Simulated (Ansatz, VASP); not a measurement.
## GaAs: VASP beside Ansatz

```
Ga As
1.0
     0.00000    2.83308    2.83308
     2.83308    0.00000    2.83308
     2.83308    2.83308    0.00000
Ga As
1 1
Direct
  0.00000 0.00000 0.00000
  0.25000 0.25000 0.25000
```

Alike in both runs: task single point; functional PBEsol; k mesh 6 × 6 × 6; no spin polarisation.

|  | VASP | Ansatz |
| --- | --- | --- |
| version | VASP 6.6.1 | Ansatz 0.2.0 |
| potentials or method | VASP PAW PBE potentials, release 64 (Ga_d, As) | plane waves |
| plane-wave cutoff (eV) | 500 | 420 |
| occupations | gaussian, width 0.01 eV | fixed |
| valence electrons in the cell | 18 | 28 |

Ansatz gave:

* gap on the k mesh at the Fermi level (eV): 0.39
* pressure (GPa): -0.3

Question: Estimate VASP's values.

Answer: gap on the k mesh at the Fermi level (eV): 0.40; pressure (GPa): -0.1.

VASP's potentials were made for PBE, not for PBEsol. VASP's potentials hold 18 valence electrons a cell and Ansatz's 28, so a difference there can come from the potentials and not from the codes.
